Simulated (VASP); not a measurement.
In2O:

```xyz
6
Lattice="0.0000 3.9383 3.9383 3.9383 0.0000 3.9383 3.9383 3.9383 0.0000" Properties=species:S:1:pos:R:3 pbc="T T T"
In    4.9229    4.9229    4.9229
In    4.9229    2.9538    2.9538
In    2.9538    2.9538    4.9229
In    2.9538    4.9229    2.9538
O     0.0000    0.0000    0.0000
O     1.9692    1.9692    1.9692
```

| Item | Value |
| --- | --- |
| Program | VASP 6.6.1 |
| Task | relaxation of cell and atoms |
| Functional | PBE |
| Potentials or basis | VASP PAW PBE potentials, release 64 (In_d, O) |
| Cutoff | 600 eV |
| k mesh | 4 × 4 × 4 |
| Occupations | gaussian, width 0.1 eV |
| Spin | no spin polarisation |

At the start: pressure 8.1 GPa; volume 20.36 Å³/atom.

Problem. Where does the relaxation end?

Solution. Over 3 steps the energy falls by 72.7 meV/atom and the volume is 23.75 Å³/atom (+16.7 %); space group Fd-3m (No. 227, to 0.05 Å).

Step by step:
```
step  energy change (eV)  largest force (eV/Å)  pressure (GPa)  volume (Å³)
   1              0.0000                0.0000            8.06       122.17
   2             -0.4351                0.0000            0.31       141.20
   3             -0.4363                0.0000           -0.02       142.53
```

Final structure:
```
CELL_PARAMETERS angstrom
0.00000 4.14595 4.14595
4.14595 0.00000 4.14595
4.14595 4.14595 0.00000
ATOMIC_POSITIONS crystal
In 0.62500 0.62500 0.62500
In 0.12500 0.62500 0.62500
In 0.62500 0.62500 0.12500
In 0.62500 0.12500 0.62500
O 0.00000 0.00000 0.00000
O 0.25000 0.25000 0.25000
```

Caveat: the volume moved by over 15 % at a fixed basis, so the end points are rough.
